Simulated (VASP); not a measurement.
Here is a VASP 6.6.1 calculation.

File INCAR:

```
SYSTEM = NaH
PREC = Accurate
ENCUT = 520
EDIFF = 1E-6
ISMEAR = 0
SIGMA = 0.01
LREAL = .FALSE.
LASPH = .TRUE.
NELM = 60
ALGO = Normal
ISIF = 2
LWAVE = .FALSE.
LCHARG = .TRUE.
GGA = PE
LELF = .TRUE.
LVHAR = .TRUE.
NBANDS = 16
```

Contents of KPOINTS:

```
Automatic mesh
0
G
  6 6 4
  0 0 0
```

Contents of POSCAR:

```
NaH
1.0
    4.0495461302      0.0000000000      0.0000000000
   -2.0247730651      3.5070098226      0.0000000000
    0.0000000000      0.0000000000      4.9696152016
Na H
2 2
Direct
    0.3333333333      0.6666666667     -0.0625143191
    0.6666666667      0.3333333333      0.4374856809
    0.3333333333      0.6666666667      0.4375143191
    0.6666666667      0.3333333333      0.9375143191
```

Potentials or basis: VASP PAW PBE potentials, release 64 (Na_pv, H).

Command:

```sh
$ cat potpaw_PBE.64/Na_pv/POTCAR potpaw_PBE.64/H/POTCAR > POTCAR
$ mpirun -np 1 vasp_std > vasp.out
```

**Question.** Predict the pressure.

**Answer.** -1.0 GPa.

**Question.** Estimate the band gap on the k mesh.

**Answer.** 3.33 eV, indirect (least direct gap 4.19 eV).

 A k mesh can miss the band edges.
